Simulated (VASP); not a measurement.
Here is a VASP 6.6.1 calculation.

Contents of INCAR:

```
PREC     = Accurate       # precision mode
ENCUT    = 520            # plane-wave cutoff, eV
EDIFF    = 1E-6           # SCF threshold, eV
ISMEAR   = -1             # smearing method
SIGMA    = 0.05           # smearing width, eV
LREAL    = False          # projectors in reciprocal space
LASPH    = True           # aspherical terms in the spheres
NELM     = 60             # most SCF steps
ALGO     = Normal         # electronic algorithm
ISIF     = 2              # what is computed and relaxed
LWAVE    = False          # write WAVECAR
LCHARG   = True           # write CHGCAR
GGA      = B5             # functional
ALDAX    = 1.0          
AGGAX    = 1.0          
AGGAC    = 1.0          
ALDAC    = 0.0          
IVDW     = 13             # dispersion correction
VDW_S6   = 1.0          
VDW_S8   = 2.34076671   
VDW_A1   = 0.44488865   
VDW_A2   = 4.0933009    
LELF     = True           # ELF
LVHAR    = True         
NBANDS   = 21             # bands
```

File KPOINTS:

```
Automatic mesh
0
Gamma
  9 9 9
```

POSCAR

```
Sn
1.0
   -2.9705188800      2.9705188800      1.6098127890
    2.9705188800     -2.9705188800      1.6098127890
    2.9705188800      2.9705188800     -1.6098127890
Sn
2
Direct
    0.0000000000      0.0000000000      0.0000000000
    0.7500000000      0.2500000000      0.5000000000
```

Potentials or basis: VASP PAW PBE potentials, release 64 (Sn_d).

The run is started by

```sh
$ cat potpaw_PBE.64/Sn_d/POTCAR > POTCAR
$ mpirun -np 1 vasp_std > vasp.out
```

(1) What does it give for the dispersion energy per atom?

(2) What does it give for the pressure?

## Answers

(1) -0.766 eV.

(2) -0.1 GPa.

Caveat: the PAW data sets were made with another functional, which shifts forces and pressure a little; pairwise dispersion overbinds metals, which lowers pressure and volume.
